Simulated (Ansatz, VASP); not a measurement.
## One calculation of K, two programs

```
K
1.0
     4.71401    0.00000    0.00000
    -2.35701    4.08246    0.00000
     0.00000    0.00000    7.70206
K
2
Direct
  0.33333 0.66667 0.25000
  0.66667 0.33333 0.75000
```

Alike in both runs: functional PBE; k mesh 12 × 12 × 6; occupations fermi-dirac, width 0.03 eV; no spin polarisation.

Ansatz relaxed the structure, and its values are those at the end. VASP's run is a single point on that final structure, the one shown.

|  | VASP | Ansatz |
| --- | --- | --- |
| version | VASP 6.6.1 | Ansatz 0.2.0 |
| potentials or method | VASP PAW PBE potentials, release 64 (K_sv) | PAW with Ansatz's default frozen-core files, scalar-relativistic |
| plane-wave cutoff (eV) | 520 | 420 |
| valence electrons in the cell | 18 | 18 |

```tsv
	VASP	Ansatz	Ansatz less VASP
pressure (GPa)	0.0	0.0	+0.01
```
